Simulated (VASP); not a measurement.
# TiAl (P-6m2) in VASP: further runs, part 2 of 2

VASP 6.6.1. The steps go on from the part before.

## 4. Single point, PBEsol

This run uses another cell than the first one, of the same volume but with other edges.

INCAR reads:

```
SYSTEM = TiAl
PREC = Accurate
ENCUT = 520
EDIFF = 1E-6
ISMEAR = 0
SIGMA = 0.15
LREAL = .False.
LASPH = .True.
NELM = 60
ALGO = Normal
ISIF = 2
LWAVE = .False.
LCHARG = .False.
GGA = PS
NBANDS = 14
```

KPOINTS reads:

```
regular mesh
0
Gamma
  18 18 10
  0 0 0
```

POSCAR reads:

```
TiAl
1.0
    2.7906000000      0.0000000000      0.0000000000
   -1.3953000000      2.4167304918      0.0000000000
    0.0000000000      0.0000000000      4.6191923846
Ti Al
1 1
Direct
    0.0000000000      0.0000000000      0.0000000000
    0.3333333333      0.6666666667      0.5000000000
```

Potentials or basis: VASP PAW PBE potentials, release 64 (Ti_sv, Al).

On the command line:

```bash
> cat potpaw_PBE.64/Ti_sv/POTCAR potpaw_PBE.64/Al/POTCAR > POTCAR
> mpirun -np 1 vasp_std > vasp.out
```

OUTCAR:

```text
SYSTEM = TiAl
   PREC = Accurate
   ENCUT = 520
   EDIFF = 1E-6
   ISMEAR = 0
   LREAL = .False.
   LASPH = .True.
   NELM = 60
   ISIF = 2
   GGA = PS

 ion  position               nearest neighbor table
   1  0.000  0.000  0.000-   2 2.82   2 2.82   2 2.82   2 2.82   2 2.82   2 2.82
   2  0.333  0.667  0.500-   1 2.82   1 2.82   1 2.82   1 2.82   1 2.82   1 2.82

  LATTYP: Found a hexagonal cell.
 ALAT       =     2.7906000000
 C/A-ratio  =     1.6552685389

  Lattice vectors:

 A1 = (   2.7906000000,   0.0000000000,   0.0000000000)
 A2 = (  -1.3953000000,   2.4167304918,   0.0000000000)
 A3 = (   0.0000000000,   0.0000000000,   4.6191923846)

Analysis of symmetry for initial positions (statically):
=====================================================================
 Subroutine PRICEL returns:
 Original cell was already a primitive cell.

 Routine SETGRP: Setting up the symmetry group for a
 hexagonal supercell.

 Subroutine GETGRP returns: Found 12 space group operations
 (whereof 12 operations were pure point group operations)
 out of a pool of 24 trial point group operations.

The static configuration has the point symmetry D_3h.

Analysis of symmetry for dynamics (positions and initial velocities):
=====================================================================
 Subroutine PRICEL returns:
 Original cell was already a primitive cell.

 Routine SETGRP: Setting up the symmetry group for a
 hexagonal supercell.

 Subroutine GETGRP returns: Found 12 space group operations
 (whereof 12 operations were pure point group operations)
 out of a pool of 24 trial point group operations.

The dynamic configuration has the point symmetry D_3h.

 Subroutine INISYM returns: Found 12 space group operations
 (whereof 12 operations are pure point group operations),
 and found     1 'primitive' translations

----------------------------------------------------------------------------------------

[... 116 lines left out ...]
   LORBIT       =      0    0 simple, 1 ext, 2 COOP (PROOUT), +10 PAW based schemes
   GGA     = PS    functional components
   LHFCALC =     F    Hartree Fock is set to
   AEXX    =    0.0000 exact exchange contribution
   IVDW    =     0    specifies the selected vdW correction
   LEPSILON=     F    determine dielectric tensor
   LRPA    =     F    only Hartree local field effects (RPA)
 non-spin polarized calculation
 Gauss-broadening in eV      SIGMA  =   0.15
  energy-cutoff  :      520.00
  volume of cell :       31.15
 maximum number of plane-waves:       854
 NGX is ok and might be reduce to    24

 number of electron      15.0000002 magnetization

 Free energy of the ion-electron system (eV)
  ---------------------------------------------------
  ext. energy  EPLUGINS =         0.00000000
  ---------------------------------------------------
  free energy    TOTEN  =       -12.92556617 eV

  energy without entropy =      -12.90022254  energy(sigma->0) =      -12.91289436

 E-fermi :   8.4909     XC(G=0): -11.3201

 val. band max:        8.4888155005   @ k =   0.3333   0.2778   0.4000
 cond. band min:       8.4931427565   @ k =   0.1667   0.0556   0.5000
 fundamental gap:      0.0043272561
 Fermi energy:         8.4908887315

 k-point     1 :       0.0000    0.0000    0.0000
  band No.  band energies     occupation
      1     -47.6565      2.00000
      2     -24.0941      2.00000
      3     -23.5699      2.00000
      4     -23.5699      2.00000
      5      -0.7991      2.00000
      6       6.0465      2.00000
      7       6.5073      2.00000
      8       9.8551      0.00000
      9       9.8551      0.00000
     10      11.5197      0.00000
     11      11.5197      0.00000
     12      12.5334      0.00000
     13      21.9877      0.00000
     14      21.9877      0.00000
[... 377 lines left out ...]
      1     -47.5230      2.00000
      2     -24.2741      2.00000
      3     -23.9668      2.00000
      4     -23.7921      2.00000
      5       4.1425      2.00000
      6       6.5382      2.00000
      7       6.9121      2.00000
      8       7.6260      2.00000
      9      10.1779      0.00000
     10      11.8057      0.00000
     11      12.8693      0.00000
     12      13.2878      0.00000
     13      14.3605      0.00000
     14      15.5100      0.00000

 [... further k-points ...]
[... 5 lines left out ...]
  --------------------------------------------------------------------------------------
  -------------------------------------------------------------------------------------
  Total        1.0785335      1.0785335      0.5806323      0.0000000      0.0000000     -0.0000000
  in kB       55.4692590     55.4692590     29.8620725      0.0000000      0.0000000     -0.0000000
  external PRESSURE =      46.9335302 kB  Pullay stress =       0.0000000 kB

 VOLUME and BASIS-vectors are now :
 -----------------------------------------------------------------------------
  energy-cutoff  :      520.00
  volume of cell :       31.15
      direct lattice vectors                 reciprocal lattice vectors
     2.790600000  0.000000000  0.000000000     0.358345875  0.206891088  0.000000000
    -1.395300000  2.416730492  0.000000000     0.000000000  0.413782175  0.000000000
     0.000000000  0.000000000  4.619192385     0.000000000  0.000000000  0.216488060

 POSITION                                       TOTAL-FORCE (eV/Angst)
 -----------------------------------------------------------------------------------
      0.00000      0.00000      0.00000        -0.000000      0.000000      0.000000
     -0.00000      1.61115      2.30960         0.000000      0.000000      0.000000
 -----------------------------------------------------------------------------------
    total drift:                                0.000000     -0.000000      0.000000

  FREE ENERGIE OF THE ION-ELECTRON SYSTEM (eV)
  ---------------------------------------------------
  free  energy   TOTEN  =       -12.9255661740 eV

  energy  without entropy=      -12.9002225384  energy(sigma->0) =      -12.91289436
```

OSZICAR:

```text
N       E                     dE             d eps       ncg     rms          rms(c)
DAV:   1     0.995789324207E+02    0.99579E+02   -0.70690E+03  6216   0.109E+03
DAV:   2    -0.860806048686E+01   -0.10819E+03   -0.10385E+03  6426   0.300E+02
DAV:   3    -0.142334116258E+02   -0.56254E+01   -0.55077E+01  9386   0.659E+01
DAV:   4    -0.143980018982E+02   -0.16459E+00   -0.16439E+00  6968   0.100E+01
DAV:   5    -0.144043268694E+02   -0.63250E-02   -0.63245E-02  9550   0.183E+00    0.100E+01
DAV:   6    -0.131948142923E+02    0.12095E+01   -0.54484E+00  7080   0.297E+01    0.369E+00
DAV:   7    -0.129511784170E+02    0.24364E+00   -0.64102E-01  6852   0.926E+00    0.226E+00
DAV:   8    -0.129277925211E+02    0.23386E-01   -0.15782E-01  7182   0.449E+00    0.770E-01
DAV:   9    -0.129269785155E+02    0.81401E-03   -0.36448E-02  6970   0.277E+00    0.371E-01
DAV:  10    -0.129255231275E+02    0.14554E-02   -0.58102E-03  7086   0.974E-01    0.679E-02
DAV:  11    -0.129255768076E+02   -0.53680E-04   -0.50297E-04  8102   0.202E-01    0.531E-02
DAV:  12    -0.129255724806E+02    0.43270E-05   -0.19983E-05  7370   0.410E-02    0.353E-02
DAV:  13    -0.129255663631E+02    0.61175E-05   -0.13684E-05  7068   0.451E-02    0.734E-03
DAV:  14    -0.129255661740E+02    0.18909E-06   -0.57270E-07  4184   0.928E-03
   1 F= -.12925566E+02 E0= -.12912894E+02  d E =-.253436E-01
```

Run time: 34 s. Hardware: 1 thread of Intel Xeon 6975P-C (Granite Rapids), shared host; peak memory 0.23 GiB.

What came out:

```
Free energy : -12.9256 eV
Pressure    : 4.7 GPa
```

Stress tensor (GPa, compression positive):
```
5.55 0.00 0.00
0.00 5.55 0.00
0.00 0.00 2.99
```

Caveat: the PAW data sets were made with another functional, which shifts forces and pressure a little.

## 5. Single point, PBEsol

This run uses another cell than the first one, of 15.68 Å³/atom, 1.007 times its volume.

INCAR is that of step 4.

KPOINTS reads:

```
Automatic mesh
0
Gamma
  18 18 10
  0 0 0
```

POSCAR reads:

```
TiAl
1.0
    2.8001000000      0.0000000000      0.0000000000
   -1.4000500000      2.4249577331      0.0000000000
    0.0000000000      0.0000000000      4.6191923846
Ti Al
1 1
Direct
    0.0000000000      0.0000000000      0.0000000000
    0.3333333333      0.6666666667      0.5000000000
```

Potentials or basis: VASP PAW PBE potentials, release 64 (Ti_sv, Al).

On the command line:

```bash
> cat potpaw_PBE.64/Ti_sv/POTCAR potpaw_PBE.64/Al/POTCAR > POTCAR
> mpirun -np 1 vasp_std > vasp.out
```

OUTCAR:

```text
SYSTEM = TiAl
   PREC = Accurate
   ENCUT = 520
   EDIFF = 1E-6
   ISMEAR = 0
   LREAL = .False.
   LASPH = .True.
   NELM = 60
   ISIF = 2
   GGA = PS

 ion  position               nearest neighbor table
   1  0.000  0.000  0.000-   2 2.82   2 2.82   2 2.82   2 2.82   2 2.82   2 2.82
   2  0.333  0.667  0.500-   1 2.82   1 2.82   1 2.82   1 2.82   1 2.82   1 2.82

  LATTYP: Found a hexagonal cell.
 ALAT       =     2.8001000000
 C/A-ratio  =     1.6496526498

  Lattice vectors:

 A1 = (   2.8001000000,   0.0000000000,   0.0000000000)
 A2 = (  -1.4000500000,   2.4249577331,   0.0000000000)
 A3 = (   0.0000000000,   0.0000000000,   4.6191923846)

Analysis of symmetry for initial positions (statically):
=====================================================================
 Subroutine PRICEL returns:
 Original cell was already a primitive cell.

 Routine SETGRP: Setting up the symmetry group for a
 hexagonal supercell.

 Subroutine GETGRP returns: Found 12 space group operations
 (whereof 12 operations were pure point group operations)
 out of a pool of 24 trial point group operations.

The static configuration has the point symmetry D_3h.

Analysis of symmetry for dynamics (positions and initial velocities):
=====================================================================
 Subroutine PRICEL returns:
 Original cell was already a primitive cell.

 Routine SETGRP: Setting up the symmetry group for a
 hexagonal supercell.

 Subroutine GETGRP returns: Found 12 space group operations
 (whereof 12 operations were pure point group operations)
 out of a pool of 24 trial point group operations.

The dynamic configuration has the point symmetry D_3h.

 Subroutine INISYM returns: Found 12 space group operations
 (whereof 12 operations are pure point group operations),
 and found     1 'primitive' translations

----------------------------------------------------------------------------------------

[... 116 lines left out ...]
   LORBIT       =      0    0 simple, 1 ext, 2 COOP (PROOUT), +10 PAW based schemes
   GGA     = PS    functional components
   LHFCALC =     F    Hartree Fock is set to
   AEXX    =    0.0000 exact exchange contribution
   IVDW    =     0    specifies the selected vdW correction
   LEPSILON=     F    determine dielectric tensor
   LRPA    =     F    only Hartree local field effects (RPA)
 non-spin polarized calculation
 Gauss-broadening in eV      SIGMA  =   0.15
  energy-cutoff  :      520.00
  volume of cell :       31.36
 maximum number of plane-waves:       857
 NGX is ok and might be reduce to    24

 number of electron      15.0000003 magnetization

 Free energy of the ion-electron system (eV)
  ---------------------------------------------------
  ext. energy  EPLUGINS =         0.00000000
  ---------------------------------------------------
  free energy    TOTEN  =       -12.93226588 eV

  energy without entropy =      -12.90650761  energy(sigma->0) =      -12.91938675

 E-fermi :   8.4134     XC(G=0): -11.2908

 val. band max:        8.4093377648   @ k =   0.3333   0.2778   0.4000
 cond. band min:       8.4152313320   @ k =   0.2222  -0.0000   0.5000
 fundamental gap:      0.0058935673
 Fermi energy:         8.4133716663

 k-point     1 :       0.0000    0.0000    0.0000
  band No.  band energies     occupation
      1     -47.7474      2.00000
      2     -24.1836      2.00000
      3     -23.6728      2.00000
      4     -23.6728      2.00000
      5      -0.8326      2.00000
      6       5.9917      2.00000
      7       6.4634      2.00000
      8       9.7687      0.00000
      9       9.7687      0.00000
     10      11.4091      0.00000
     11      11.4091      0.00000
     12      12.4669      0.00000
     13      21.8330      0.00000
     14      21.8330      0.00000
[... 377 lines left out ...]
      1     -47.6191      2.00000
      2     -24.3553      2.00000
      3     -24.0606      2.00000
      4     -23.8884      2.00000
      5       4.0794      2.00000
      6       6.4575      2.00000
      7       6.8567      2.00000
      8       7.5614      2.00000
      9      10.0873      0.00000
     10      11.7057      0.00000
     11      12.7607      0.00000
     12      13.2026      0.00000
     13      14.2470      0.00000
     14      15.3727      0.00000

 [... further k-points ...]
[... 5 lines left out ...]
  --------------------------------------------------------------------------------------
  -------------------------------------------------------------------------------------
  Total        0.8928701      0.8928701      0.4867255      0.0000000     -0.0000000      0.0000000
  in kB       45.6094772     45.6094772     24.8628525      0.0000000     -0.0000000      0.0000000
  external PRESSURE =      38.6939356 kB  Pullay stress =       0.0000000 kB

 VOLUME and BASIS-vectors are now :
 -----------------------------------------------------------------------------
  energy-cutoff  :      520.00
  volume of cell :       31.36
      direct lattice vectors                 reciprocal lattice vectors
     2.800100000  0.000000000  0.000000000     0.357130102  0.206189161  0.000000000
    -1.400050000  2.424957733  0.000000000     0.000000000  0.412378322  0.000000000
     0.000000000  0.000000000  4.619192385     0.000000000  0.000000000  0.216488060

 POSITION                                       TOTAL-FORCE (eV/Angst)
 -----------------------------------------------------------------------------------
      0.00000      0.00000      0.00000        -0.000000      0.000000      0.000000
     -0.00000      1.61664      2.30960         0.000000      0.000000      0.000000
 -----------------------------------------------------------------------------------
    total drift:                                0.000000     -0.000000      0.000000

  FREE ENERGIE OF THE ION-ELECTRON SYSTEM (eV)
  ---------------------------------------------------
  free  energy   TOTEN  =       -12.9322658808 eV

  energy  without entropy=      -12.9065076127  energy(sigma->0) =      -12.91938675
```

OSZICAR:

```text
N       E                     dE             d eps       ncg     rms          rms(c)
DAV:   1     0.992677652792E+02    0.99268E+02   -0.71756E+03  6216   0.110E+03
DAV:   2    -0.858972712451E+01   -0.10786E+03   -0.10356E+03  6486   0.299E+02
DAV:   3    -0.142691400002E+02   -0.56794E+01   -0.55599E+01  9386   0.658E+01
DAV:   4    -0.144263615333E+02   -0.15722E+00   -0.15702E+00  7030   0.980E+00
DAV:   5    -0.144321529536E+02   -0.57914E-02   -0.57910E-02  9378   0.176E+00    0.998E+00
DAV:   6    -0.132058634453E+02    0.12263E+01   -0.55473E+00  7028   0.299E+01    0.369E+00
DAV:   7    -0.129587251543E+02    0.24714E+00   -0.65350E-01  6864   0.934E+00    0.223E+00
DAV:   8    -0.129347645413E+02    0.23961E-01   -0.15975E-01  7182   0.451E+00    0.777E-01
DAV:   9    -0.129338669233E+02    0.89762E-03   -0.38266E-02  6898   0.284E+00    0.381E-01
DAV:  10    -0.129322165607E+02    0.16504E-02   -0.60788E-03  7130   0.998E-01    0.668E-02
DAV:  11    -0.129322774139E+02   -0.60853E-04   -0.54146E-04  8184   0.212E-01    0.544E-02
DAV:  12    -0.129322728772E+02    0.45367E-05   -0.21314E-05  7250   0.420E-02    0.365E-02
DAV:  13    -0.129322660816E+02    0.67956E-05   -0.15861E-05  7098   0.488E-02    0.848E-03
DAV:  14    -0.129322658808E+02    0.20081E-06   -0.69834E-07  4472   0.105E-02
   1 F= -.12932266E+02 E0= -.12919387E+02  d E =-.257583E-01
```

Wall time 32 s (1 thread of Intel Xeon 6975P-C (Granite Rapids), shared host); peak memory 0.23 GiB.

What came out:

```yaml
Free_energy: -12.9323 eV
Pressure: 3.9 GPa
```

Caveat: the PAW data sets were made with another functional, which shifts forces and pressure a little.

## 6. The runs side by side

```csv
cell,gap on the mesh (eV),pressure (GPa)
"a = 2.848, b = 2.848, c = 4.434 Å, angles 90.0, 90.0, 120.0°, 2 atoms",none,5.8
"a = 2.905, b = 2.905, c = 4.250 Å, angles 90.0, 90.0, 120.0°, 2 atoms",none,7.8
"a = 2.791, b = 2.791, c = 4.619 Å, angles 90.0, 90.0, 120.0°, 2 atoms",none,4.7
"a = 2.800, b = 2.800, c = 4.619 Å, angles 90.0, 90.0, 120.0°, 2 atoms",none,3.9
```

Alike in all rows: task single point; level PBEsol; potentials or basis VASP PAW PBE potentials, release 64 (Ti_sv, Al); no spin polarisation; k mesh 18 × 18 × 10; cutoff (eV) 520; smearing gaussian 0.15 eV.

Caveats: the PAW data sets were made with another functional, which shifts forces and pressure a little.

Absolute energies hang on the potentials; compare differences alone.
